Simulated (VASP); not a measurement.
AlCu2:

```
CELL_PARAMETERS angstrom
3.95122 0.00000 0.00000
-1.97561 3.42186 0.00000
0.00000 0.00000 2.77915
ATOMIC_POSITIONS crystal
Al 0.00000 0.00000 0.00000
Cu 0.33333 0.66667 0.50000
Cu 0.66667 0.33333 0.50000
```

* Program: VASP 6.6.1
* Task: relaxation of cell and atoms
* Functional: PBE
* Potentials or basis: VASP PAW PBE potentials, release 64 (Al, Cu)
* Cutoff: 600 eV
* k mesh: 6 × 6 × 6
* Occupations: gaussian, width 0.1 eV
* Spin: no spin polarisation

At the start: pressure 9.4 GPa; volume 12.53 Å³/atom.

**Question.** Where does the relaxation end?

**Answer.** Over 8 steps the energy falls by 106.1 meV/atom and the volume is 13.05 Å³/atom (+4.2 %); space group P6/mmm (No. 191, to 0.05 Å).

Step by step:
```csv
step,energy change (eV),largest force (eV/Å),pressure (GPa),volume (Å³)
1,0.0000,0.0000,9.40,37.58
2,-0.2092,0.0000,-5.79,41.62
3,-0.2101,0.0000,-4.79,41.25
4,-0.3123,0.0000,-2.38,39.93
5,-0.3142,0.0000,-1.92,39.78
6,-0.3142,0.0000,-1.82,39.75
7,-0.3177,0.0000,0.71,38.93
8,-0.3184,0.0000,-0.05,39.16
```

Final structure:
```cif
data_structure
_symmetry_space_group_name_H-M 'P 1'
_symmetry_Int_Tables_number 1
_cell_length_a 4.1939
_cell_length_b 4.1939
_cell_length_c 2.5709
_cell_angle_alpha 90.000
_cell_angle_beta 90.000
_cell_angle_gamma 120.000
_cell_volume 39.16
loop_
_atom_site_label
_atom_site_type_symbol
_atom_site_fract_x
_atom_site_fract_y
_atom_site_fract_z
_atom_site_occupancy
Al1 Al 0.00000 0.00000 0.00000 1
Cu1 Cu 0.33333 0.66667 0.50000 1
Cu2 Cu 0.66667 0.33333 0.50000 1
```

Caveat: the k points lie up to 0.41 Å⁻¹ apart in the final cell.
